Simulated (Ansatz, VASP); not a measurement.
# BN: VASP beside Ansatz

```
CELL_PARAMETERS angstrom
2.56939 0.00000 0.00000
-1.28469 2.22516 0.00000
0.00000 0.00000 4.24989
ATOMIC_POSITIONS crystal
B 0.33333 0.66667 0.00008
B 0.66667 0.33333 0.50008
N 0.33333 0.66667 0.37492
N 0.66667 0.33333 0.87492
```

Change from the starting cell: hydrostatic strain +1.0%.

Alike in both runs: task single point; functional r2SCAN; k mesh 12 × 12 × 6; no spin polarisation.

|  | VASP | Ansatz |
| --- | --- | --- |
| version | VASP 6.6.1 | Ansatz 0.2.0 |
| potentials or method | VASP PAW PBE potentials, release 64 (B, N) | plane waves, PAW |
| plane-wave cutoff (eV) | 520 | 500 |
| occupations | gaussian, width 0.01 eV | fixed |
| valence electrons in the cell | 16 | 16 |

Ansatz gave:

```
gap on the k mesh at the Fermi level (eV)                     : 5.80
pressure (GPa)                                                : -11.1
traceless stress, the component that is largest in VASP (GPa) : -0.07
```

Problem. Which values does VASP return?

Solution. gap on the k mesh at the Fermi level (eV): 5.77; pressure (GPa): -10.1; traceless stress, the component that is largest in VASP (GPa): -0.08.

VASP's potentials were made for PBE, not for r2SCAN.
